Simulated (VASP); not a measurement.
Runs of VASP 6.6.1 on NaF. The structure is that of space group Fm-3m (No. 225), or close to it. The cells are those of the table. 

```csv
cell,gap on the mesh (eV),pressure (GPa)
"a = 3.327, b = 3.327, c = 3.286 Å, angles 60.4, 60.4, 59.2°, 2 atoms",6.12,0.4
"a = 3.247, b = 3.247, c = 3.121 Å, angles 61.3, 61.3, 57.5°, 2 atoms",6.67,7.4
"a = 3.205, b = 3.205, c = 3.121 Å, angles 60.9, 60.9, 58.3°, 2 atoms",6.83,8.9
"a = 3.163, b = 3.163, c = 3.121 Å, angles 60.4, 60.4, 59.1°, 2 atoms",6.99,10.7
"a = 3.204 Å, angles 60.0°, 2 atoms",6.68,6.4
"a = 3.329, b = 3.329, c = 3.204 Å, angles 61.2, 61.2, 57.5°, 2 atoms",6.26,2.3
"a = 3.245, b = 3.245, c = 3.204 Å, angles 60.4, 60.4, 59.2°, 2 atoms",6.53,(b)
"a = 3.245, b = 3.245, c = 3.286 Å, angles 59.6, 59.6, 60.8°, 2 atoms",6.39,3.1
"a = 3.163, b = 3.163, c = 3.204 Å, angles 59.6, 59.6, 60.9°, 2 atoms",6.83,8.5
"a = 3.450 Å, angles 60.0°, 2 atoms",5.54,-4.0
"a = 3.327, b = 3.327, c = 3.368 Å, angles 59.6, 59.6, 60.8°, 2 atoms",6.00,-0.7
"a = 3.409, b = 3.409, c = 3.368 Å, angles 60.4, 60.4, 59.2°, 2 atoms",(a),-2.6
```

Alike in all rows: task single point; level PBE; potentials or basis VASP PAW PBE potentials, release 64 (Na_pv, F); no spin polarisation; k mesh 8 × 8 × 8; cutoff (eV) 520; smearing gaussian 0.05 eV.

**Question.** Fill in the values left out.

**Answer.** (a) 5.76; (b) 4.7.

A k mesh can miss the band edges.
